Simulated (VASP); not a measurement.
# Sr3Al2Tl2 (Immm) in VASP: single point with PBE

Aim: the single point of Sr3Al2Tl2 with PBE.

Program: VASP 6.6.1. These are calculated values, not measurements. Logs are shortened: lines on timing, memory, paths and dates and some standing lists are left out, and cuts for length are marked.

## Step 1: The cell of the first run

It takes space group Immm (No. 71, orthorhombic). Conventional cell: a = 4.518 Å, b = 5.003 Å, c = 20.032 Å, α = 90.00°, β = 90.00°, γ = 90.00°. Tl (site symmetry mm2) has 2 Al at 2.73 Å and 5 Sr at 3.47 to 3.51 Å within 3.6 Å. Within 3.7 Å of Al (site symmetry mm2) lie 1 Al at 2.60 Å and 2 Tl at 2.73 Å and 6 Sr at 3.45 to 3.61 Å. Within 4.7 Å of Sr (site symmetry mmm) lie 8 Al at 3.61 Å and 4 Tl at 3.78 Å and 6 Sr at 4.31 to 4.52 Å. Sr (site symmetry mm2) has 2 Al at 3.45 Å and 5 Tl at 3.47 to 3.51 Å and 8 Sr at 4.30 to 4.52 Å within 4.6 Å.

## Step 2: Single point, PBE

INCAR reads:

```
PREC = Accurate
ENCUT = 520
EDIFF = 1E-6
ISMEAR = 0
SIGMA = 0.0722
LREAL = F
LASPH = T
NELM = 80
ALGO = Normal
ISIF = 2
LWAVE = F
LCHARG = T
GGA = PE
LELF = T
LVHAR = T
NBANDS = 40
```

KPOINTS reads:

```
regular mesh
0
Gamma
  7 7 7
```

POSCAR reads:

```
Sr3Al2Tl2
1.0
    0.0000000000      0.0000000000      5.0031730000
    4.5184400000      0.0000000000      0.0000000000
    2.2592200000     10.0159610000     -2.5015870000
Tl Al Sr
2 2 3
Direct
    0.3584000000      0.6416000000      0.7168000000
    0.6416000000      0.3584000000      0.2832000000
    0.4351000000      0.0649000000      0.8702000000
    0.5649000000      0.9351000000      0.1298000000
    0.0000000000      0.5000000000      0.0000000000
    0.1832000000      0.8168000000      0.3664000000
    0.8168000000      0.1832000000      0.6336000000
```

Potentials or basis: VASP PAW PBE potentials, release 64 (Tl_d, Al, Sr_sv).

Started as:

```
cat potpaw_PBE.64/Tl_d/POTCAR potpaw_PBE.64/Al/POTCAR potpaw_PBE.64/Sr_sv/POTCAR > POTCAR
mpirun -np 1 vasp_std > vasp.out
```

OUTCAR:

```text
PREC = Accurate
   ENCUT = 520
   EDIFF = 1E-6
   ISMEAR = 0
   LREAL = F
   LASPH = T
   NELM = 80
   ISIF = 2
   GGA = PE

 ion  position               nearest neighbor table
   1  0.358  0.642  0.717-   3 2.73   3 2.73   7 3.47   7 3.47   7 3.47   7 3.47   6 3.51   5 3.78
                             5 3.78
   2  0.642  0.358  0.283-   4 2.73   4 2.73   6 3.47   6 3.47   6 3.47   6 3.47   7 3.51   5 3.78
                             5 3.78
   3  0.435  0.065  0.870-   4 2.60   1 2.73   1 2.73   7 3.45   7 3.45   5 3.61   5 3.61   5 3.61
                             5 3.61
   4  0.565  0.935  0.130-   3 2.60   2 2.73   2 2.73   6 3.45   6 3.45   5 3.61   5 3.61   5 3.61
                             5 3.61
   5  0.000  0.500  0.000-   4 3.61   4 3.61   3 3.61   3 3.61   4 3.61   4 3.61   3 3.61   3 3.61
                             1 3.78   2 3.78   1 3.78   2 3.78   6 4.31   6 4.31   7 4.31   7 4.31
   6  0.183  0.817  0.366-   4 3.45   4 3.45   2 3.47   2 3.47   2 3.47   2 3.47   1 3.51   7 4.30
                             7 4.30   7 4.30   7 4.30   5 4.31   5 4.31
   7  0.817  0.183  0.634-   3 3.45   3 3.45   1 3.47   1 3.47   1 3.47   1 3.47   2 3.51   6 4.30
                             6 4.30   6 4.30   6 4.30   5 4.31   5 4.31

  LATTYP: Found a body centered orthorhombic cell.
 ALAT       =     4.5184400000
 B/A-ratio  =     1.1072788396
 C/A-ratio  =     4.4333712520

  Lattice vectors:

 A1 = (  -2.2592200000, -10.0159610000,   2.5015870000)
 A2 = (   2.2592200000, -10.0159610000,  -2.5015860000)
 A3 = (   2.2592200000,  10.0159610000,   2.5015860000)

Analysis of symmetry for initial positions (statically):
=====================================================================
 Subroutine PRICEL returns:
 Original cell was already a primitive cell.

 Routine SETGRP: Setting up the symmetry group for a
 body centered orthorhombic supercell.

 Subroutine GETGRP returns: Found  8 space group operations
 (whereof  8 operations were pure point group operations)
 out of a pool of  8 trial point group operations.

The static configuration has the point symmetry D_2h.

Analysis of symmetry for dynamics (positions and initial velocities):
=====================================================================
 Subroutine PRICEL returns:
 Original cell was already a primitive cell.

 Routine SETGRP: Setting up the symmetry group for a
 body centered orthorhombic supercell.

 Subroutine GETGRP returns: Found  8 space group operations
 (whereof  8 operations were pure point group operations)
 out of a pool of  8 trial point group operations.

The dynamic configuration has the point symmetry D_2h.

[... 116 lines left out ...]
   POTIM  = 0.5000    time-step for ionic-motion
   TEBEG  =    0.0;   TEEND  =   0.0 temperature during run
   PSTRESS=    0.0 pullay stress
   NELECT =      62.0000    total number of electrons
   NUPDOWN=      -1.0000    fix difference up-down
   EMIN   =  10.00;   EMAX   =-10.00  energy-range for DOS
   EFERMI =   0.00;   METHOD = LEGACY
   ISMEAR =     0;   SIGMA  =   0.07  broadening in eV -4-tet -1-fermi 0-gaus
   EFERMI_NEDOS =   21; number of points for ismear=-14 and -15
   IALGO  =     38    algorithm
   IMIX   =      4    mixing-type and parameters
     AMIX     =   0.40;   BMIX     =  1.00
     AMIX_MAG =   1.60;   BMIX_MAG =  1.00
  volume/ion in A,a.u.               =      32.35       218.29
  Fermi-wavevector in a.u.,A,eV,Ry     =   1.063073  2.008917 15.376279  1.130125
  Thomas-Fermi vector in A             =   2.198546
   LORBIT       =      0    0 simple, 1 ext, 2 COOP (PROOUT), +10 PAW based schemes
   GGA     = PE    functional components
   LHFCALC =     F    Hartree Fock is set to
   AEXX    =    0.0000 exact exchange contribution
   IVDW    =     0    specifies the selected vdW correction
   LEPSILON=     F    determine dielectric tensor
   LRPA    =     F    only Hartree local field effects (RPA)
 non-spin polarized calculation
 Gauss-broadening in eV      SIGMA  =   0.07
  energy-cutoff  :      520.00
  volume of cell :      226.43
 maximum number of plane-waves:      6145
 NGX is ok and might be reduce to    40
   NGX = 19   NGY = 17   NGZ = 39

 number of electron      61.9999998 magnetization

 Free energy of the ion-electron system (eV)
  ---------------------------------------------------
  ext. energy  EPLUGINS =         0.00000000
  ---------------------------------------------------
  free energy    TOTEN  =       -18.77439110 eV

  energy without entropy =      -18.75966882  energy(sigma->0) =      -18.76702996

 E-fermi :   3.7334     XC(G=0):  -8.8113

 val. band max:        3.7305884529   @ k =   0.4286   0.4286   0.1429
 cond. band min:       3.7359017895   @ k =  -0.2857   0.1429   0.0000
 fundamental gap:      0.0053133366
 Fermi energy:         3.7333928815

 k-point     1 :       0.0000    0.0000    0.0000
  band No.  band energies     occupation
      1     -32.1237      2.00000
      2     -32.1149      2.00000
      3     -31.8713      2.00000
      4     -14.1830      2.00000
      5     -14.1644      2.00000
      6     -14.1419      2.00000
[... 1021 lines left out ...]
     39       7.5076      0.00000
     40       7.9076      0.00000

 [... further k-points ...]

------------------------ aborting loop because EDIFF is reached ----------------------------------------

  FORCE on cell =-STRESS in cart. coord.  units (eV):
  Direction    XX          YY          ZZ          XY          YZ          ZX
  --------------------------------------------------------------------------------------
  -------------------------------------------------------------------------------------
  Total        2.6701823      1.2794710      0.2986519      0.0000000     -0.0000001      0.0000000
  in kB       18.8940399      9.0534556      2.1132419      0.0000000     -0.0000005      0.0000000
  external PRESSURE =      10.0202458 kB  Pullay stress =       0.0000000 kB

 VOLUME and BASIS-vectors are now :
 -----------------------------------------------------------------------------
  energy-cutoff  :      520.00
  volume of cell :      226.43
      direct lattice vectors                 reciprocal lattice vectors
     0.000000000  0.000000000  5.003173000     0.000000000  0.049920332  0.199873160
     4.518440000  0.000000000  0.000000000     0.221315321 -0.049920322  0.000000000
     2.259220000 10.015961000 -2.501587000     0.000000000  0.099840644  0.000000000

 POSITION                                       TOTAL-FORCE (eV/Angst)
 -----------------------------------------------------------------------------------
      4.51844      7.17944     -0.00000        -0.000000     -0.030050      0.000000
      2.25922      2.83652      2.50159         0.000000      0.030050     -0.000000
      2.25922      8.71589     -0.00000        -0.000000      0.338340     -0.000000
      4.51844      1.30007      2.50159         0.000000     -0.338340      0.000000
      2.25922      0.00000      0.00000         0.000000     -0.000000      0.000000
      4.51844      3.66985     -0.00000         0.000000      0.036553     -0.000000
      2.25922      6.34611      2.50159        -0.000000     -0.036553      0.000000
 -----------------------------------------------------------------------------------
    total drift:                               -0.000000     -0.000000      0.000000

  FREE ENERGIE OF THE ION-ELECTRON SYSTEM (eV)
  ---------------------------------------------------
  free  energy   TOTEN  =       -18.7743910983 eV

  energy  without entropy=      -18.7596688173  energy(sigma->0) =      -18.76702996
```

stdout:

```text
POSCAR found type information on POSCAR TlAlSr
 POSCAR found :  3 types and       7 ions
 scaLAPACK will be used
 LDA part: xc-table for (Slater+PW92), standard interpolation
 POSCAR, INCAR and KPOINTS ok, starting setup
 FFT: planning ... GRIDC
 FFT: planning ... GRID_SOFT
 FFT: planning ... GRID
 WAVECAR not read
 entering main loop
```

Wall time 10 min (1 thread of Intel Xeon Platinum 8259CL at 2.50GHz (Skylake/Cascade Lake), shared host); peak memory 0.67 GiB.

Results:

```yaml
Free_energy: -18.7744 eV
Pressure: 1.0 GPa
Largest_force: 0.338 eV/Å
Band_gap_on_the_k_mesh: zero (bands 31 and 32 overlap by 0.89 eV)
```

Forces on the atoms (eV/Å):
```
Tl   0.000 -0.030  0.000
Tl   0.000  0.030  0.000
Al   0.000  0.338  0.000
Al   0.000 -0.338  0.000
Sr   0.000  0.000  0.000
Sr   0.000  0.037  0.000
Sr   0.000 -0.037  0.000
```

Caveat: spin-orbit coupling is left out, which moves the levels of the heavy elements.
